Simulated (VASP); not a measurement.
Write the native input for VASP 6.6.1 that does the following.

| Property | Result |
| --- | --- |
| Task | relaxation of cell and atoms |
| Functional | PBE |
| Potentials or basis | VASP PAW PBE potentials, release 64 (Si, P) |
| Cutoff | 600 eV |
| k mesh | 12 × 12 × 1 |
| Occupations | gaussian, width 0.01 eV |
| Spin | no spin polarisation |
| Dipole correction | no |
| Further INCAR settings | ALGO = Normal; EDIFF = 1e-06; IBRION = 2; EDIFFG = -0.001; NSW = 80; ISIF = 3 |

The structure of Si5P2 lies in POSCAR:

```
Si5P2
1.0
    3.6864522153      0.0000000000      0.0000000000
   -1.8432261076      3.1925612683      0.0000000000
    0.0000000000      0.0000000000     26.4805206594
Si P
10 4
Direct
    0.6666666667      0.3333333333      0.8947912187
    0.3333333333      0.6666666667      0.1052087813
    0.3333333333      0.6666666667      0.0163864336
    0.6666666667      0.3333333333      0.9836135664
    0.6666666667      0.3333333333      0.3337894873
    0.0000000000      0.0000000000      0.4554232675
    0.6666666667      0.3333333333      0.4226176433
    0.3333333333      0.6666666667      0.6662105127
    0.0000000000      0.0000000000      0.5445767325
    0.3333333333      0.6666666667      0.5773823567
    0.0000000000      0.0000000000      0.8585893720
    0.0000000000      0.0000000000      0.1414106280
    0.3333333333      0.6666666667      0.2975403603
    0.6666666667      0.3333333333      0.7024596397
```

The input as run:

INCAR

```
PREC     = Accurate       # precision mode
ENCUT    = 600            # plane-wave cutoff, eV
EDIFF    = 1E-6           # SCF threshold, eV
ISMEAR   = 0              # smearing method
SIGMA    = 0.01           # smearing width, eV
LREAL    = False          # projectors in reciprocal space
LASPH    = True           # aspherical terms in the spheres
NELM     = 100            # most SCF steps
ALGO     = Normal         # electronic algorithm
ISIF     = 3              # what is computed and relaxed
LWAVE    = False          # write WAVECAR
LCHARG   = False          # write CHGCAR
GGA      = PE             # functional
IBRION   = 2              # ionic algorithm
NSW      = 80             # ionic steps
EDIFFG   = -0.001         # ionic threshold
KPAR     = 4
```

KPOINTS

```
regular mesh
0
Gamma
  12 12 1
```

Potentials or basis: VASP PAW PBE potentials, release 64 (Si, P).

Run with:

```bash
$ cat potpaw_PBE.64/Si/POTCAR potpaw_PBE.64/P/POTCAR > POTCAR
$ mpirun -np 4 vasp_std > vasp.out
```

It gave:

```
Relaxed volume                        : 22.24 Å³/atom
Relaxed cell                          : a = 3.685 Å, b = 3.685 Å, c = 26.471 Å, α = 90.00°, β = 90.00°, γ = 120.00°
Space group after relaxing (to 0.1 Å) : P-3m1 (No. 164)
Energy gained by relaxing             : 0.0 meV/atom
Ionic steps                           : 12
Pressure after relaxing               : 0.0 GPa
Band gap on the k mesh                : 0.65 eV (least direct gap 1.33 eV)
```

Caveat: this functional lacks dispersion, which binds layers or chains, so the pressure and a relaxed spacing across them are unreliable.

It took 6.6 min on 4 MPI ranks on Intel(R) Xeon(R) Platinum 8488C (Sapphire Rapids) (shared host), peak memory 0.61 GiB a rank.
